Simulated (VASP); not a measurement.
A run of VASP 6.6.1 is set up as follows.

INCAR

```
  PREC = Accurate
  ENCUT = 600
  EDIFF = 1E-6
  ISMEAR = 0
  SIGMA = 0.1
  LREAL = F
  LASPH = T
  NELM = 120
  ALGO = Normal
  ISIF = 2
  LWAVE = F
  LCHARG = F
  GGA = CA
  NBANDS = 11
  GGA_COMPAT = F
```

File KPOINTS:

```
Automatic mesh
0
Gamma
  12 12 12
```

POSCAR

```
BN
1.0
    1.2511217832      0.7223354983      3.3729344033
   -1.2511217832      0.7223354983      3.3729344033
    0.0000000000     -1.4446709967      3.3729344033
B N
1 1
Direct
    0.9996712000      0.9996712000      0.9996712000
    0.3327618000      0.3327618000      0.3327618000
```

Potentials or basis: VASP PAW LDA potentials, release 64 (B, N).

Launch:

```console
$ cat potpaw_LDA.64/B/POTCAR potpaw_LDA.64/N/POTCAR > POTCAR
$ mpirun -np 1 vasp_std > vasp.out
```

Problem. Predict the pressure.

Solution. -4.0 GPa.

Problem. What does it give for the band gap on the k mesh?

Solution. 4.09 eV, indirect (least direct gap 4.55 eV).

Stress tensor (GPa, compression positive):
```
-5.37  0.00  0.00
 0.00 -5.37  0.00
 0.00  0.00 -1.19
```

A k mesh can miss the band edges. Expect the measured gap to be larger: semilocal functionals such as LDA lack the derivative discontinuity.
